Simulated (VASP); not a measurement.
# GaP (F-43m) in VASP: a series of runs

GaP is run at these levels: PBE, LDA; tasks: G0W0 quasiparticle levels.

Everything below comes from runs of VASP 6.6.1. Logs are shortened: lines on timing, memory, paths and dates and some standing lists are left out, and cuts for length are marked.

## 1. The cell of the first run

The structure is cubic, space group F-43m (No. 216). The conventional cell has a = 5.451 Å, b = 5.451 Å, c = 5.451 Å, α = 90.00°, β = 90.00°, γ = 90.00°. Within 3.1 Å of Ga (site symmetry -43m) lie 4 P at 2.36 Å. Within 3.1 Å of P (site symmetry -43m) lie 4 Ga at 2.36 Å.

## 2. G0W0 quasiparticle levels, PBE

The input, POSCAR:

```
GaP
1.0
    0.0000000000      2.7253992957      2.7253992957
    2.7253992957      0.0000000000      2.7253992957
    2.7253992957      2.7253992957      0.0000000000
Ga P
1 1
Direct
    0.0000000000      0.0000000000      0.0000000000
    0.2500000000      0.2500000000      0.2500000000
```

The input, INCAR.step1:

```
SYSTEM = GaP
PREC = Accurate
ENCUT = 500
EDIFF = 1E-8
ISMEAR = 0
SIGMA = 0.01
LREAL = .False.
LASPH = .True.
NELM = 60
ALGO = Normal
LWAVE = .True.
LCHARG = .False.
GGA = PE
```

The input, INCAR.step2:

```
SYSTEM = GaP
PREC = Accurate
ENCUT = 500
EDIFF = 1E-8
ISMEAR = 0
SIGMA = 0.01
LREAL = .False.
LASPH = .True.
NELM = 1
ALGO = Exact
LWAVE = .True.
LCHARG = .False.
GGA = PE
NBANDS = 69
LOPTICS = .True.
ISTART = 1
```

The input, INCAR.step3:

```
SYSTEM = GaP
PREC = Accurate
ENCUT = 500
EDIFF = 1E-8
ISMEAR = 0
SIGMA = 0.01
LREAL = .False.
LASPH = .True.
ALGO = EVGW0
LWAVE = .False.
LCHARG = .False.
GGA = PE
NELMGW = 1
NBANDS = 69
ENCUTGW = 80.0
NOMEGA = 48
PRECFOCK = Fast
ISTART = 1
NBANDSGW = 17
```

The input, KPOINTS:

```
regular mesh
0
Gamma
  4 4 4
  0 0 0
```

Potentials or basis: VASP PAW PBE potentials, release 64 (Ga_d_GW, P_GW).

Command:

```sh
> cat potpaw_PBE.64/Ga_d_GW/POTCAR potpaw_PBE.64/P_GW/POTCAR > POTCAR
> cp INCAR.step1 INCAR
> mpirun -np 1 vasp_std > vasp.out
> cp INCAR.step2 INCAR
> mpirun -np 1 vasp_std > vasp.out
> cp INCAR.step3 INCAR
> mpirun -np 1 vasp_std > vasp.out
```

OUTCAR:

```text
SYSTEM = GaP
   PREC = Accurate
   ENCUT = 500
   EDIFF = 1E-8
   ISMEAR = 0
   LREAL = .False.
   LASPH = .True.
   GGA = PE
   NELMGW = 1
   ENCUTGW = 80.0
   PRECFOCK = Fast
   ISTART = 1

 ion  position               nearest neighbor table
   1  0.000  0.000  0.000-   2 2.36   2 2.36   2 2.36   2 2.36
   2  0.250  0.250  0.250-   1 2.36   1 2.36   1 2.36   1 2.36

  LATTYP: Found a face centered cubic cell.
 ALAT       =     5.4507985914

  Lattice vectors:

 A1 = (   0.0000000000,   2.7253992957,   2.7253992957)
 A2 = (   2.7253992957,   0.0000000000,   2.7253992957)
 A3 = (   2.7253992957,   2.7253992957,   0.0000000000)

Analysis of symmetry for initial positions (statically):
=====================================================================
 Subroutine PRICEL returns:
 Original cell was already a primitive cell.

 Routine SETGRP: Setting up the symmetry group for a
 face centered cubic supercell.

 Subroutine GETGRP returns: Found 24 space group operations
 (whereof 24 operations were pure point group operations)
 out of a pool of 48 trial point group operations.

The static configuration has the point symmetry T_d .

Analysis of symmetry for dynamics (positions and initial velocities):
=====================================================================
 Subroutine PRICEL returns:
 Original cell was already a primitive cell.

 Routine SETGRP: Setting up the symmetry group for a
 face centered cubic supercell.

 Subroutine GETGRP returns: Found 24 space group operations
 (whereof 24 operations were pure point group operations)
 out of a pool of 48 trial point group operations.

The dynamic configuration has the point symmetry T_d .

 Subroutine INISYM returns: Found 24 space group operations
 (whereof 24 operations are pure point group operations),
 and found     1 'primitive' translations

----------------------------------------------------------------------------------------

                                     Primitive cell

  volume of cell :      40.4874

  direct lattice vectors                    reciprocal lattice vectors
     0.000000000  2.725399296  2.725399296    -0.183459356  0.183459356  0.183459356
     2.725399296  0.000000000  2.725399296     0.183459356 -0.183459356  0.183459356
     2.725399296  2.725399296  0.000000000     0.183459356  0.183459356 -0.183459356

  length of vectors
     3.854296647  3.854296647  3.854296647     0.317760926  0.317760926  0.317760926

  position of ions in fractional coordinates (direct lattice)
     0.000000000  0.000000000  0.000000000
     0.250000000  0.250000000  0.250000000

  ion indices of the primitive-cell ions
   primitive index   ion index
                 1           1
                 2           2

----------------------------------------------------------------------------------------

 KPOINTS: regular mesh

Automatic generation of k-mesh.
 Grid dimensions read from file:
 generate k-points for:    4    4    4

 Generating k-lattice:

  Cartesian coordinates                     Fractional coordinates (reciprocal lattice)
    -0.045864839  0.045864839  0.045864839     0.250000000  0.000000000  0.000000000
     0.045864839 -0.045864839  0.045864839     0.000000000  0.250000000  0.000000000
     0.045864839  0.045864839 -0.045864839     0.000000000  0.000000000  0.250000000

  Length of vectors
     0.079440231  0.079440231  0.079440231

  Shift w.r.t. Gamma in fractional coordinates (k-lattice)
     0.000000000  0.000000000  0.000000000

 Subroutine IBZKPT returns following result:
 ===========================================

 Found      8 irreducible k-points:

 Following reciprocal coordinates:
            Coordinates               Weight
  0.000000  0.000000  0.000000      1.000000
  0.250000  0.000000  0.000000      8.000000
  0.500000  0.000000  0.000000      4.000000
  0.250000  0.250000  0.000000      6.000000
  0.500000  0.250000  0.000000     24.000000
 -0.250000  0.250000  0.000000     12.000000
  0.500000  0.500000  0.000000      3.000000
 -0.250000  0.500000  0.250000      6.000000
   k-points           NKPTS =      8   k-points in BZ     NKDIM =     64   number of bands    NBANDS=     69
   number of dos      NEDOS =    301   number of ions     NIONS =      2
   total plane-waves  NPLWV =  21952
   dimension x,y,z NGX =    28 NGY =   28 NGZ =   28
   dimension x,y,z NGXF=    56 NGYF=   56 NGZF=   56
   ions per type =               1   1
   NGX,Y,Z   is equivalent  to a cutoff of  12.08, 12.08, 12.08 a.u.
   NGXF,Y,Z  is equivalent  to a cutoff of  24.15, 24.15, 24.15 a.u.
 SYSTEM =  GaP
   PREC   = accura    normal or accurate (medium, high low for compatibility)
   ISTART =      1    job   : 0-new  1-cont  2-samecut
   ICHARG =      0    charge: 1-file 2-atom 10-const
   ISPIN  =      1    spin polarized calculation?
   LNONCOLLINEAR =      F non collinear calculations
   LSORBIT =      F    spin-orbit coupling
   LASPH  =      T    aspherical Exc in radial PAW
   ENCUT  =  500.0 eV  36.75 Ry    6.06 a.u.   7.03  7.03  7.03*2*pi/ulx,y,z
   NELM   =     60;   NELMIN=  2; NELMDL=  0     # of ELM steps
   EDIFF  = 0.1E-07   stopping-criterion for ELM
   LREAL  =      F    real-space projection
   EDIFFG = 0.1E-06   stopping-criterion for IOM
   NSW    =      0    number of steps for IOM
   IBRION =     -1    ionic relax: 0-MD 1-quasi-New 2-CG
   NFREE  =      0    steps in history (QN), initial steepest desc. (CG)
   ISIF   =      0    stress and relaxation
   ISYM   =      3    0-nonsym 1-usesym 2-fastsym
   POTIM  = 0.5000    time-step for ionic-motion
   TEBEG  =    0.0;   TEEND  =   0.0 temperature during run
   PSTRESS=    0.0 pullay stress
   NELECT =      18.0000    total number of electrons
   NUPDOWN=      -1.0000    fix difference up-down
   EMIN   =  10.00;   EMAX   =-10.00  energy-range for DOS
   EFERMI =   0.00;   METHOD = LEGACY
   ISMEAR =     0;   SIGMA  =   0.01  broadening in eV -4-tet -1-fermi 0-gaus
   EFERMI_NEDOS =   21; number of points for ismear=-14 and -15
   IALGO  =     38    algorithm
   IMIX   =      4    mixing-type and parameters
     AMIX     =   0.40;   BMIX     =  1.00
     AMIX_MAG =   1.60;   BMIX_MAG =  1.00
  volume/ion in A,a.u.               =      20.24       136.61
  Fermi-wavevector in a.u.,A,eV,Ry     =   1.249469  2.361154 21.241049  1.561173
  Thomas-Fermi vector in A             =   2.383508
   LORBIT       =      0    0 simple, 1 ext, 2 COOP (PROOUT), +10 PAW based schemes
   GGA     = PE    functional components
   LHFCALC =     T    Hartree Fock is set to
   PRECFOCK=fast      Normal, Fast or Accurate (Low or Medium for compatibility)
   ENCUT4O =  -1.0   cutoff for four orbital integrals eV
   NKREDX  =     1    reduce k-point grid by
   NKREDY  =     1    reduce k-point grid by
   NKREDZ  =     1    reduce k-point grid by
   AEXX    =    1.0000 exact exchange contribution
   HFSCREEN=    0.0000 screening length (either q_TF or 0.3 A-1)
   HFSCREENC=   0.0000 screening length for correlation (either q_TF or 0.3 A-1)
   ENCUTFOCK=  -1.0 apply spherical cutoff to Coloumb kernel
   IVDW    =     0    specifies the selected vdW correction
   LEPSILON=     F    determine dielectric tensor
   LRPA    =     F    only Hartree local field effects (RPA)
   LRPAFORCE           =     F    calculate RPA forces
   ENCUTGW             =  80.0    cutoff for response function in eV
   ENCUTGWSOFT         =  64.0    soft cutoff for Coulomb kernel in GW response function in eV
   ENCUTLF             =  -1.0    cutoff for local field effects
   NELMGW              =     1    number of iterations in solving QP/BSE equation
   NELMHF              =     1    number of iterations in the inner HF iteration
   NKREDLFX            =     1    NKREDLFY  =   1   NKREDLFZ  =   1
 non-spin polarized calculation
 Gauss-broadening in eV      SIGMA  =   0.01
  energy-cutoff  :      500.00
  volume of cell :       40.49
 maximum number of plane-waves:      1056
  NGX = 16; NGY = 16; NGZ = 16
   NGX = 13   NGY = 13   NGZ = 13
 maximum number of plane-waves:        70
 NGX is ok and might be reduce to    14

 QP shifts <psi_nk| G(iteration)W_0 |psi_nk>: iteration 1
 for sc-GW calculations column KS-energies equals QP-energies in previous step
 and V_xc(KS)=  KS-energies - (<T + V_ion + V_H > + <T+V_H+V_ion>^1  + <V_x>^1)

 k-point   1 :       0.0000    0.0000    0.0000
  band No.  KS-energies  QP-energies   sigma(KS)   V_xc(KS)     V^pw_x(r,r')   Z            occupation Imag(sigma)

      1     -10.1884     -13.2214     -26.0824     -21.6816     -35.0056       0.6892       2.0000       0.2433
      2     -10.1884     -13.2214     -26.0824     -21.6816     -35.0056       0.6892       2.0000       0.2433
      3     -10.1884     -13.2214     -26.0824     -21.6816     -35.0056       0.6892       2.0000       0.2433
      4     -10.0904     -13.1646     -26.2530     -21.8041     -35.1390       0.6910       2.0000       0.2090
      5     -10.0904     -13.1646     -26.2530     -21.8041     -35.1390       0.6910       2.0000       0.2090
      6      -8.0954      -8.4288     -11.8769     -11.3612     -18.6674       0.6465       2.0000       1.0648
[... 9 lines left out ...]
     16      14.1087      14.5217     -10.2782     -10.8308      -5.0048       0.7474       0.0000      -0.2686
     17      16.8211      16.8006      -8.2507      -8.2234      -2.4418       0.7523       0.0000      -0.5026

 k-point   2 :       0.2500    0.0000    0.0000
  band No.  KS-energies  QP-energies   sigma(KS)   V_xc(KS)     V^pw_x(r,r')   Z            occupation Imag(sigma)

      1     -10.2316     -13.1915     -25.7671     -21.4601     -34.6777       0.6872       2.0000       0.2648
      2     -10.1741     -13.2151     -26.1160     -21.7088     -35.0393       0.6900       2.0000       0.2418
      3     -10.1741     -13.2151     -26.1160     -21.7088     -35.0393       0.6900       2.0000       0.2418
      4     -10.0896     -13.1719     -26.2544     -21.8062     -35.1436       0.6929       2.0000       0.2091
      5     -10.0896     -13.1719     -26.2544     -21.8062     -35.1436       0.6929       2.0000       0.2091
      6      -7.3198      -7.7051     -12.3033     -11.7327     -18.8630       0.6753       2.0000       0.9946
[... 9 lines left out ...]
     16      14.3144      14.2766      -7.9544      -7.9047      -2.4757       0.7601       0.0000      -0.3470
     17      17.4791      17.6474      -8.8510      -9.0747      -2.9312       0.7519       0.0000      -0.5662

 k-point   3 :       0.5000    0.0000    0.0000
  band No.  KS-energies  QP-energies   sigma(KS)   V_xc(KS)     V^pw_x(r,r')   Z            occupation Imag(sigma)
[... 85 lines left out ...]
      1     -10.3043     -13.1956     -25.5400     -21.3051     -34.4546       0.6827       2.0000       0.2816
      2     -10.1263     -13.1638     -26.1204     -21.6999     -34.9982       0.6871       2.0000       0.2156
      3     -10.1242     -13.2130     -26.2452     -21.8133     -35.1754       0.6970       2.0000       0.2371
      4     -10.1242     -13.2130     -26.2452     -21.8133     -35.1754       0.6970       2.0000       0.2371
      5     -10.0692     -13.1728     -26.2944     -21.8450     -35.1948       0.6975       2.0000       0.2067
      6      -5.1227      -5.4684     -13.1757     -12.6749     -19.1286       0.6904       2.0000       0.7299
[... 9 lines left out ...]
     16      17.2922      17.6870     -10.5527     -11.0734      -4.6428       0.7582       0.0000      -0.5754
     17      17.2922      17.6870     -10.5527     -11.0734      -4.6428       0.7582       0.0000      -0.5754

 k-point   8 :      -0.2500    0.5000    0.2500
  band No.  KS-energies  QP-energies   sigma(KS)   V_xc(KS)     V^pw_x(r,r')   Z            occupation Imag(sigma)

      1     -10.2852     -13.1718     -25.5528     -21.3227     -34.4732       0.6824       2.0000       0.2829
      2     -10.1508     -13.2172     -26.1829     -21.7573     -35.1036       0.6929       2.0000       0.2361
      3     -10.1297     -13.1980     -26.1984     -21.7755     -35.1210       0.6937       2.0000       0.2348
      4     -10.1058     -13.1684     -26.2178     -21.7779     -35.1081       0.6898       2.0000       0.2130
      5     -10.0821     -13.1654     -26.2591     -21.8144     -35.1538       0.6937       2.0000       0.2079
      6      -5.0301      -5.3907     -13.3690     -12.8510     -19.3210       0.6960       2.0000       0.7153
[... 9 lines left out ...]
     16      18.0434      18.6241     -10.4144     -11.1972      -4.0444       0.7419       0.0000      -0.6682
     17      18.2366      18.5032      -9.8726     -10.2271      -3.7256       0.7519       0.0000      -0.6692
```

Run time: 1.9 min. Hardware: 1 thread of Intel Xeon 8259CL, shared host; peak memory 0.38 GiB.

Results:

| Quantity | Value |
| --- | --- |
| Band gap on the k mesh, mean-field level | 1.63 eV, indirect (least direct gap 1.81 eV) |
| Quasiparticle gap | 1.97 eV |
| Least direct quasiparticle gap | 2.74 eV |

Levels at points of the mesh, in eV from the valence-band top:
```csv
k point,band 5,band 6,band 7,band 8,band 9,band 10,band 11,band 12,band 13
"(0.00, 0.00, 0.00)",-14.49,-12.50,0.00,0.00,0.00,1.81,3.86,3.86,3.86
"(0.50, 0.00, 0.00)",-14.49,-10.43,-6.65,-1.12,-1.12,1.66,4.69,4.69,8.27
"(0.50, 0.50, 0.00)",-14.47,-9.53,-6.78,-2.69,-2.69,1.63,1.80,10.56,10.56
```

Caveat: the k points lie up to 0.50 Å⁻¹ apart; bands, screening cutoff and mesh are small and nothing is extrapolated, so the quasiparticle values aren't converged. A k mesh can miss the band edges.

(Part 1 of 2 ends here.)
